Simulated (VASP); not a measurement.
Pb, 1 atom in the cell. The structure is cubic, space group Im-3m (No. 229). Conventional cell: a = 4.037 Å, b = 4.037 Å, c = 4.037 Å, α = 90.00°, β = 90.00°, γ = 90.00°. Pb (site symmetry m-3m) has 14 Pb at 3.50 to 4.04 Å within 4.6 Å. 

| Quantity | Value |
| --- | --- |
| Program | VASP 6.6.1 |
| Task | single point |
| Functional | PBE0 |
| Potentials or basis | VASP PAW PBE potentials, release 64 (Pb_d) |
| Cutoff | 520 eV |
| k mesh | 6 × 6 × 6 |
| Occupations | fermi-dirac, width 0.05 eV |
| Spin | no spin polarisation |
| Dipole correction | no |
| Grid for exact exchange (PRECFOCK) | Normal |
| Further INCAR settings | ALGO = Normal; EDIFF = 1e-07; NBANDS = 13 |

Potentials or basis: VASP PAW PBE potentials, release 64 (Pb_d).

The run is started by

```sh
$ cat potpaw_PBE.64/Pb_d/POTCAR > POTCAR
$ cp INCAR.step1 INCAR
$ mpirun -np 1 vasp_std > vasp.out
$ cp INCAR.step2 INCAR
$ mpirun -np 1 vasp_std > vasp.out
```

Hardware: 1 thread of Oxide Virtual Turin-like Processor, with other jobs on the host.

**Question.** Estimate the wall time of this run.

**Answer.** Wall time 21 min on 1 thread of Oxide Virtual Turin-like Processor (shared host), peak memory 0.15 GiB. Counts: k points 16.
